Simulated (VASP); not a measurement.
Here is a VASP 6.6.1 calculation.

INCAR

```
PREC = Accurate
ENCUT = 750
EDIFF = 1E-6
ISMEAR = 0
SIGMA = 0.1
LREAL = Auto
LASPH = T
NELM = 120
ALGO = Normal
ISIF = 2
LWAVE = F
LCHARG = F
GGA = PS
NBANDS = 93
GGA_COMPAT = F
```

Contents of KPOINTS:

```
regular mesh
0
Gamma
  4 4 4
```

File POSCAR:

```
Mg5Cd3O8
1.0
   -4.4053838073     -4.4053838073      0.0000000000
   -4.4053838073      0.0000000000     -4.4053838073
    0.0225529595     -4.4279367668     -4.4279367668
Cd Mg O
3 5 8
Direct
    0.5000000000      0.5000000000      0.5000000000
    0.0000000000      0.5000000000      0.5000000000
    0.5000000000      0.0000000000      0.5000000000
    0.0000000000      0.0000000000      0.5000000000
    0.5000000000      0.5000000000      0.0000000000
    0.0000000000      0.5000000000      0.0000000000
    0.5000000000      0.0000000000      0.0000000000
    0.0000000000      0.0000000000      0.0000000000
    0.2501485067      0.2501485067      0.2293342563
    0.7703687304      0.2501485067      0.2293342563
    0.2501485067      0.7703687304      0.2293342563
    0.7606654981      0.7606654981      0.2180035058
    0.2393345019      0.2393345019      0.7819964942
    0.7498514933      0.2296312696      0.7706657437
    0.2296312696      0.7498514933      0.7706657437
    0.7498514933      0.7498514933      0.7706657437
```

Potentials or basis: VASP PAW PBE potentials, release 64 (Cd_sv_GW, Mg_sv, O).

Run with:

```console
$ cat potpaw_PBE.64/Cd_sv_GW/POTCAR potpaw_PBE.64/Mg_sv/POTCAR potpaw_PBE.64/O/POTCAR > POTCAR
$ mpirun -np 1 vasp_std > vasp.out
```

Q: Estimate the band gap on the k mesh.

A: 1.78 eV.

Q: Estimate the largest force.

A: 0.047 eV/Å.

Q: Estimate the pressure.

A: -0.1 GPa.

Stress tensor (GPa, compression positive):
```
-0.14 -0.09 -0.09
-0.09 -0.14  0.09
-0.09  0.09 -0.14
```

Caveat: the PAW data sets were made with another functional, which shifts forces and pressure a little.
